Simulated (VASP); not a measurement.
# Sc (P6/mmm) in VASP: notebook

Sc is run at these levels: PBEsol; tasks: single point.

Everything below comes from runs of VASP 6.6.1. Logs are shortened: lines on timing, memory, paths and dates and some standing lists are left out, and cuts for length are marked.

## Step 1: The cell of the first run

It takes space group P6/mmm (No. 191, hexagonal). Conventional cell: a = 2.583 Å, b = 2.583 Å, c = 2.399 Å, α = 90.00°, β = 90.00°, γ = 120.00°. Sc (site symmetry 6/mmm) has 8 Sc at 2.40 to 2.58 Å within 3.2 Å.

## Step 2: Single point, PBEsol

File INCAR:

```
PREC = Accurate ; ENCUT = 520
EDIFF = 1E-7 ; ISMEAR = -1
SIGMA = 0.05 ; LREAL = F
LASPH = T ; NELM = 100
ALGO = Normal ; ISIF = 2
LWAVE = F ; LCHARG = F
GGA = PS ; NBANDS = 12
```

File KPOINTS:

```
Automatic mesh
0
Gamma
  17 17 15
```

File POSCAR:

```
Sc
1.0
    2.5826803954      0.0000000000      0.0000000000
   -1.2913401977      2.2366668323      0.0000000000
    0.0000000000      0.0000000000      2.3985489125
Sc
1
Direct
    0.0000000000      0.0000000000      0.0000000000
```

Potentials or basis: VASP PAW PBE potentials, release 64 (Sc_sv).

Started as:

```bash
$ cat potpaw_PBE.64/Sc_sv/POTCAR > POTCAR
$ mpirun -np 1 vasp_std > vasp.out
```

OUTCAR:

```text
PREC = Accurate
   ENCUT = 520
   EDIFF = 1E-7
   ISMEAR = -1
   LREAL = F
   LASPH = T
   NELM = 100
   ISIF = 2
   GGA = PS

 ion  position               nearest neighbor table
   1  0.000  0.000  0.000-

  LATTYP: Found a hexagonal cell.
 ALAT       =     2.5826803954
 C/A-ratio  =     0.9287052772

  Lattice vectors:

 A1 = (   2.5826803954,   0.0000000000,   0.0000000000)
 A2 = (  -1.2913401977,   2.2366668323,   0.0000000000)
 A3 = (   0.0000000000,   0.0000000000,   2.3985489125)

Analysis of symmetry for initial positions (statically):
[... 6 lines left out ...]

 Subroutine GETGRP returns: Found 24 space group operations
 (whereof 24 operations were pure point group operations)
 out of a pool of 24 trial point group operations.

The static configuration has the point symmetry D_6h.

Analysis of symmetry for dynamics (positions and initial velocities):
[... 6 lines left out ...]

 Subroutine GETGRP returns: Found 24 space group operations
 (whereof 24 operations were pure point group operations)
 out of a pool of 24 trial point group operations.

The dynamic configuration has the point symmetry D_6h.

 Subroutine INISYM returns: Found 24 space group operations
 (whereof 24 operations are pure point group operations),
 and found     1 'primitive' translations

----------------------------------------------------------------------------------------

                                     Primitive cell

  volume of cell :      13.8554

  direct lattice vectors                    reciprocal lattice vectors
     2.582680395  0.000000000  0.000000000     0.387194638  0.223546928  0.000000000
    -1.291340198  2.236666832  0.000000000     0.000000000  0.447093857  0.000000000
     0.000000000  0.000000000  2.398548912     0.000000000  0.000000000  0.416918744

  length of vectors
     2.582680395  2.582680395  2.398548912     0.447093857  0.447093857  0.416918744

  position of ions in fractional coordinates (direct lattice)
     0.000000000  0.000000000  0.000000000

  ion indices of the primitive-cell ions
   primitive index   ion index
                 1           1

----------------------------------------------------------------------------------------

 KPOINTS: Automatic mesh

Automatic generation of k-mesh.
 Grid dimensions read from file:
 generate k-points for:   17   17   15

 Generating k-lattice:

  Cartesian coordinates                     Fractional coordinates (reciprocal lattice)
[... 59 lines left out ...]
   NELM   =    100;   NELMIN=  2; NELMDL= -5     # of ELM steps
   EDIFF  = 0.1E-06   stopping-criterion for ELM
   LREAL  =      F    real-space projection
   EDIFFG = 0.1E-05   stopping-criterion for IOM
   NSW    =      0    number of steps for IOM
   IBRION =     -1    ionic relax: 0-MD 1-quasi-New 2-CG
   NFREE  =      0    steps in history (QN), initial steepest desc. (CG)
   ISIF   =      2    stress and relaxation
   ISYM   =      2    0-nonsym 1-usesym 2-fastsym
   POTIM  = 0.5000    time-step for ionic-motion
   TEBEG  =    0.0;   TEEND  =   0.0 temperature during run
   PSTRESS=    0.0 pullay stress
   NELECT =      11.0000    total number of electrons
   NUPDOWN=      -1.0000    fix difference up-down
   EMIN   =  10.00;   EMAX   =-10.00  energy-range for DOS
   EFERMI =   0.00;   METHOD = LEGACY
   ISMEAR =    -1;   SIGMA  =   0.05  broadening in eV -4-tet -1-fermi 0-gaus
   EFERMI_NEDOS =   21; number of points for ismear=-14 and -15
   IALGO  =     38    algorithm
   IMIX   =      4    mixing-type and parameters
     AMIX     =   0.40;   BMIX     =  1.00
     AMIX_MAG =   1.60;   BMIX_MAG =  1.00
  volume/ion in A,a.u.               =      13.86        93.50
  Fermi-wavevector in a.u.,A,eV,Ry     =   1.515883  2.864603 31.264825  2.297900
  Thomas-Fermi vector in A             =   2.625347
   LORBIT       =      0    0 simple, 1 ext, 2 COOP (PROOUT), +10 PAW based schemes
   GGA     = PS    functional components
   LHFCALC =     F    Hartree Fock is set to
   AEXX    =    0.0000 exact exchange contribution
   IVDW    =     0    specifies the selected vdW correction
   LEPSILON=     F    determine dielectric tensor
   LRPA    =     F    only Hartree local field effects (RPA)
 non-spin polarized calculation
  energy-cutoff  :      520.00
  volume of cell :       13.86
 maximum number of plane-waves:       393
 NGX is ok and might be reduce to    20
   NGX =  9   NGY =  9   NGZ =  9

 number of electron      11.0000005 magnetization

 Free energy of the ion-electron system (eV)
  ---------------------------------------------------
  ext. energy  EPLUGINS =         0.00000000
  ---------------------------------------------------
  free energy    TOTEN  =        -4.90258072 eV

  energy without entropy =       -4.89167927  energy(sigma->0) =       -4.89713000

 E-fermi :   7.5610     XC(G=0): -12.6168

 val. band max:        7.5609882103   @ k =   0.2941   0.2353   0.3333
 cond. band min:       7.5632157706   @ k =   0.2941   0.1765   0.1333
 fundamental gap:      0.0022275603
 Fermi energy:         7.5609950831

 k-point     1 :       0.0000    0.0000    0.0000
  band No.  band energies     occupation
      1     -41.0226      2.00000
      2     -18.2647      2.00000
      3     -18.2647      2.00000
      4     -18.1790      2.00000
      5       2.3978      2.00000
      6       6.3086      2.00000
      7       9.7596      0.00000
      8       9.7596      0.00000
      9      14.9023      0.00000
     10      14.9023      0.00000
     11      23.9438      0.00000
     12      27.3507      0.00000
[... 331 lines left out ...]
 k-point    24 :       0.1765    0.1765    0.0000
  band No.  band energies     occupation
      1     -40.6285      2.00000
      2     -19.8634      2.00000
      3     -18.8166      2.00000
      4     -17.9848      2.00000
      5       5.4845      2.00000
      6       7.4001      1.92303
      7       7.6890      0.14347
      8      12.7727      0.00000
      9      13.2067      0.00000
     10      14.2360      0.00000
     11      23.7404      0.00000
     12      24.6220      0.00000

 [... further k-points ...]
[... 5 lines left out ...]
  --------------------------------------------------------------------------------------
  -------------------------------------------------------------------------------------
  Total        5.0848234      5.0848234      5.1403675      0.0000000      0.0000000     -0.0000000
  in kB      587.9845487    587.9845487    594.4074054      0.0000000      0.0000000     -0.0000000
  external PRESSURE =     590.1255009 kB  Pullay stress =       0.0000000 kB

 VOLUME and BASIS-vectors are now :
 -----------------------------------------------------------------------------
  energy-cutoff  :      520.00
  volume of cell :       13.86
      direct lattice vectors                 reciprocal lattice vectors
     2.582680395  0.000000000  0.000000000     0.387194638  0.223546928  0.000000000
    -1.291340198  2.236666832  0.000000000     0.000000000  0.447093857  0.000000000
     0.000000000  0.000000000  2.398548912     0.000000000  0.000000000  0.416918744

 POSITION                                       TOTAL-FORCE (eV/Angst)
 -----------------------------------------------------------------------------------
      0.00000      0.00000      0.00000         0.000000      0.000000      0.000000
 -----------------------------------------------------------------------------------
    total drift:                               -0.000000      0.000000      0.000000

  FREE ENERGIE OF THE ION-ELECTRON SYSTEM (eV)
  ---------------------------------------------------
  free  energy   TOTEN  =        -4.9025807241 eV

  energy  without entropy=       -4.8916792672  energy(sigma->0) =       -4.89713000
```

OSZICAR:

```text
N       E                     dE             d eps       ncg     rms          rms(c)
DAV:   1     0.674532211240E+02    0.67453E+02   -0.51653E+03  6416   0.995E+02
DAV:   2    -0.427021875610E+01   -0.71723E+02   -0.69566E+02  6340   0.283E+02
DAV:   3    -0.528568669704E+01   -0.10155E+01   -0.10036E+01  7428   0.469E+01
DAV:   4    -0.529726371680E+01   -0.11577E-01   -0.11576E-01  7640   0.393E+00
DAV:   5    -0.529741057952E+01   -0.14686E-03   -0.14686E-03  8488   0.438E-01    0.133E+01
DAV:   6    -0.495900170757E+01    0.33841E+00   -0.43528E-01  7544   0.108E+01    0.559E+00
DAV:   7    -0.490562114420E+01    0.53381E-01   -0.11132E-01  9100   0.502E+00    0.980E-01
DAV:   8    -0.490262771640E+01    0.29934E-02   -0.74075E-03  7032   0.125E+00    0.104E-01
DAV:   9    -0.490258096390E+01    0.46752E-04   -0.21951E-04  7568   0.246E-01    0.244E-02
DAV:  10    -0.490258079852E+01    0.16538E-06   -0.14340E-05  8628   0.515E-02    0.149E-03
DAV:  11    -0.490258072407E+01    0.74443E-07   -0.12890E-07  5676   0.567E-03
   1 F= -.49025807E+01 E0= -.48971300E+01  d E =-.109015E-01
```

It took 23 s on 1 thread of Intel Xeon Platinum 8375C at 2.90GHz (Ice Lake), shared host; peak memory 0.15 GiB.

What came out:

| Quantity | Value |
| --- | --- |
| Free energy | -4.9026 eV |
| Pressure | 59.0 GPa |

Caveat: the PAW data sets were made with another functional, which shifts forces and pressure a little.

## Step 3: Single point, PBEsol

File INCAR:

```
  PREC = Accurate
  ENCUT = 520
  EDIFF = 1E-7
  ISMEAR = -1
  SIGMA = 0.05
  LREAL = False
  LASPH = True
  NELM = 100
  ALGO = Normal
  ISIF = 2
  LWAVE = False
  LCHARG = False
  GGA = PS
  NBANDS = 12
```

KPOINTS is that of step 2.

File POSCAR:

```
Sc
1.0
    2.5823010488      0.0000000000      0.0000000000
   -1.2911505244      2.2363383085      0.0000000000
    0.0000000000      0.0000000000      2.3983117123
Sc
1
Direct
    0.0000000000      0.0000000000      0.0000000000
```

Potentials or basis: VASP PAW PBE potentials, release 64 (Sc_sv).

Started as:

```bash
$ cat potpaw_PBE.64/Sc_sv/POTCAR > POTCAR
$ mpirun -np 1 vasp_std > vasp.out
```

It took 24 s on 1 thread of Intel Xeon Platinum 8375C at 2.90GHz (Ice Lake), shared host; peak memory 0.15 GiB.

The run converged. Its results:

- Free energy: -4.9006 eV
- Pressure: 59.1 GPa

Stress tensor (GPa, compression positive):
```
58.88  0.00  0.00
 0.00 58.88  0.00
 0.00  0.00 59.52
```

Levels at points of the mesh, in eV from the Fermi level:
| k point | band 3 | band 4 | band 5 | band 6 | band 7 | band 8 | band 9 | band 10 |
| --- | --- | --- | --- | --- | --- | --- | --- | --- |
| (0.00, 0.00, 0.00) | -25.82 | -25.74 | -5.16 | -1.25 | 2.20 | 2.20 | 7.34 | 7.34 |

Caveat: the PAW data sets were made with another functional, which shifts forces and pressure a little.
